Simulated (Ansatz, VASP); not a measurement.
## Sc: VASP beside Ansatz

Contents of INCAR:

```
SYSTEM = Sc
PREC = Accurate
ENCUT = 520
EDIFF = 1E-6
ISMEAR = 0
SIGMA = 0.15
LREAL = .FALSE.
LASPH = .TRUE.
NELM = 60
ALGO = Fast
ISIF = 2
LWAVE = .FALSE.
LCHARG = .TRUE.
GGA = CA
LELF = .TRUE.
LVHAR = .TRUE.
NBANDS = 18
```

File KPOINTS:

```
regular mesh
0
G
  18 18 10
  0 0 0
```

File POSCAR:

```
Sc
1.0
    3.3087978973      0.0000000000      0.0000000000
   -1.6543989486      2.8655030350      0.0000000000
    0.0000000000      0.0000000000      5.2943400000
Sc
2
Direct
    0.3333333333      0.6666666667      0.2500000000
    0.6666666667      0.3333333333      0.7500000000
```

Input for Ansatz:

```yaml
crystal:
  lattice:
    - [3.3087978973, 0.0, 0.0]
    - [-1.6543989486, 2.865503035, 0.0]
    - [0.0, 0.0, 5.29434]
  atoms:
    - { symbol: Sc, position: [0.3333333333, 0.6666666667, 0.25] }
    - { symbol: Sc, position: [0.6666666667, 0.3333333333, 0.75] }
basis:
  ecutwfc: 420
kpoints:
  mp_grid: { grid: [18, 18, 10] }
hamiltonian:
  xc: lda
scf:
  occupations: { method: gaussian, width: 0.15 }
output:
  forces: true
  stress: true
  eigenvalues: true
```

Change from the starting cell: strain +0.0050 x Voigt [0, 0, 1, 0, 0, 0], atoms carried along.

Alike in both runs: task single point; functional LDA; k mesh 18 × 18 × 10; occupations gaussian, width 0.15 eV; no spin polarisation.

|  | VASP | Ansatz |
| --- | --- | --- |
| version | VASP 6.6.1 | Ansatz 0.2.0 |
| potentials or method | VASP PAW LDA potentials, release 64 (Sc_sv), cutoff 520 eV | scalar-relativistic, plane waves, PAW |
| valence electrons in the cell | 22 | 22 |

|  | VASP | Ansatz | Ansatz less VASP |
| --- | --- | --- | --- |
| gap on the k mesh at the Fermi level (eV) | none | none | - |
| pressure (GPa) | -5.4 | -5.5 | -0.06 |
| traceless stress, the component that is largest in VASP (GPa) | -1.36 | -1.36 | 0.000 |

LDA's correlation is that of Perdew and Zunger in VASP and of Perdew and Wang (1992) in Ansatz. A gap of «none» marks a metal or a gap that the smearing closes.
